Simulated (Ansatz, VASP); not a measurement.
One calculation of GaS3, two programs

```
CELL_PARAMETERS angstrom
7.17995 0.00000 0.00000
-3.58998 6.21802 0.00000
0.00000 0.00000 3.35784
ATOMIC_POSITIONS crystal
Ga 0.33333 0.66667 0.25000
Ga 0.66667 0.33333 0.75000
S 0.81312 0.62624 0.25000
S 0.18688 0.81312 0.75000
S 0.37376 0.18688 0.25000
S 0.18688 0.37376 0.75000
S 0.81312 0.18688 0.25000
S 0.62624 0.81312 0.75000
```

Alike in both runs: functional PBE; k mesh 3 × 3 × 6; occupations gaussian, width 0.1 eV; no spin polarisation.

Ansatz relaxed the structure, and its values are those at the end. VASP's run is a single point on that final structure, the one shown.

|  | VASP | Ansatz |
| --- | --- | --- |
| version | VASP 6.6.1 | Ansatz 0.2.0 |
| potentials or method | VASP PAW PBE potentials, release 64 (Ga_d, S), cutoff 520 eV | scalar-relativistic, plane waves, PAW |
| valence electrons in the cell | 62 | 62 |

Ansatz gave:

| Property | Result |
| --- | --- |
| gap on the k mesh at the Fermi level (eV) | none |
| pressure (GPa) | 0.0 |
| rms of the force components (eV/Å) | 0.011 |

Problem. Estimate VASP's values.

Solution. gap on the k mesh at the Fermi level (eV): none; pressure (GPa): 0.0; rms of the force components (eV/Å): 0.014.

A gap of «none» marks a metal or a gap that the smearing closes.
